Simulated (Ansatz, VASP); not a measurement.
# One calculation of WS2, two programs

The input INCAR:

```
ALGO     = Normal         # electronic algorithm
EDIFF    = 1E-7           # SCF threshold, eV
ENCUT    = 520            # plane-wave cutoff, eV
GGA      = PE             # functional
ISIF     = 2              # what is computed and relaxed
ISMEAR   = 0              # smearing method
IVDW     = 12             # dispersion correction
LASPH    = T              # aspherical terms in the spheres
LCHARG   = F              # write CHGCAR
LREAL    = F              # projectors in reciprocal space
LWAVE    = F              # write WAVECAR
NBANDS   = 35             # bands
NELM     = 100            # most SCF steps
PREC     = Accurate       # precision mode
SIGMA    = 0.05           # smearing width, eV
```

Contents of KPOINTS:

```
k-points
0
Gamma
  12 12 4
```

File POSCAR:

```
WS2
1.0
    3.0280379359      0.0000000000      0.0000000000
   -1.5140189679      2.6223577761      0.0000000000
    0.0000000000      0.0000000000     12.6255054998
W S
2 4
Direct
    0.3333333333      0.6666666667      0.2500000000
    0.6666666667      0.3333333333      0.7500000000
    0.3333333333      0.6666666667      0.6202874207
    0.6666666667      0.3333333333      0.1202874207
    0.3333333333      0.6666666667      0.8797125793
    0.6666666667      0.3333333333      0.3797125793
```

Input for Ansatz:

```yaml
crystal:
  lattice:
    - [3.0280379359, 0.0, 0.0]
    - [-1.5140189679, 2.6223577761, 0.0]
    - [0.0, 0.0, 12.6255054998]
  atoms:
    - { symbol: W, position: [0.3333333333, 0.6666666667, 0.25] }
    - { symbol: W, position: [0.6666666667, 0.3333333333, 0.75] }
    - { symbol: S, position: [0.3333333333, 0.6666666667, 0.6202874207] }
    - { symbol: S, position: [0.6666666667, 0.3333333333, 0.1202874207] }
    - { symbol: S, position: [0.3333333333, 0.6666666667, 0.8797125793] }
    - { symbol: S, position: [0.6666666667, 0.3333333333, 0.3797125793] }
basis:
  ecutwfc: 420
kpoints:
  mp_grid: { grid: [12, 12, 4] }
hamiltonian:
  xc: pbe
  dispersion: d3bj
scf:
  occupations: { method: gaussian, width: 0.05 }
output:
  forces: true
  stress: true
  eigenvalues: true
```

Change from the starting cell: strain -0.040 along x and y, +0.040 along z, atoms carried along.

Alike in both runs: task single point; functional PBE; dispersion D3(BJ); k mesh 12 × 12 × 4; occupations gaussian, width 0.05 eV; no spin polarisation.

|  | VASP | Ansatz |
| --- | --- | --- |
| version | VASP 6.6.1 | Ansatz 0.2.0 |
| potentials or method | VASP PAW PBE potentials, release 64 (W_sv, S), cutoff 520 eV | scalar-relativistic, plane waves, PAW |
| valence electrons in the cell | 52 | 52 |

|  | VASP | Ansatz | Ansatz less VASP |
| --- | --- | --- | --- |
| gap on the k mesh at the Fermi level (eV) | 1.14 | 1.14 | 0.000 |
| least direct gap on the mesh (eV) | 2.07 | 2.07 | -0.005 |
| pressure (GPa) | 7.0 | 7.0 | +0.01 |
| traceless stress, the component that is largest in VASP (GPa) | -11.07 | -11.05 | +0.022 |
| rms of the force components (eV/Å) | 0.119 | 0.121 | +0.0018 |

Atom by atom the forces differ by 0.002 eV/Å (rms over components).

Spin-orbit coupling is off throughout.
